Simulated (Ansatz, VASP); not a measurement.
**One calculation of CuB3, two programs**

```
Cu B
1.0
     3.12860    0.00000    0.00000
     0.00000    3.12860    0.00000
     0.00000    0.00000    3.12825
Cu B
1 3
Direct
  0.00000 0.00000 0.00000
  0.00000 0.50000 0.50000
  0.50000 0.00000 0.50000
  0.50000 0.50000 0.00000
```

Alike in both runs: functional PBE; k mesh 14 × 14 × 14; occupations gaussian, width 0.1 eV; no spin polarisation.

Ansatz relaxed the structure, and its values are those at the end. VASP's run is a single point on that final structure, the one shown.

|  | VASP | Ansatz |
| --- | --- | --- |
| version | VASP 6.6.1 | Ansatz 0.2.0 |
| potentials or method | VASP PAW PBE potentials, release 64 (Cu, B), cutoff 520 eV | scalar-relativistic, plane waves, PAW |
| valence electrons in the cell | 20 | 28 |

```tsv
	VASP	Ansatz	Ansatz less VASP
gap on the k mesh at the Fermi level (eV)	none	none	-
pressure (GPa)	0.1	0.0	-0.08
```

A gap of «none» marks a metal or a gap that the smearing closes. VASP's potentials hold 20 valence electrons a cell and Ansatz's 28, so a difference there can come from the potentials and not from the codes.
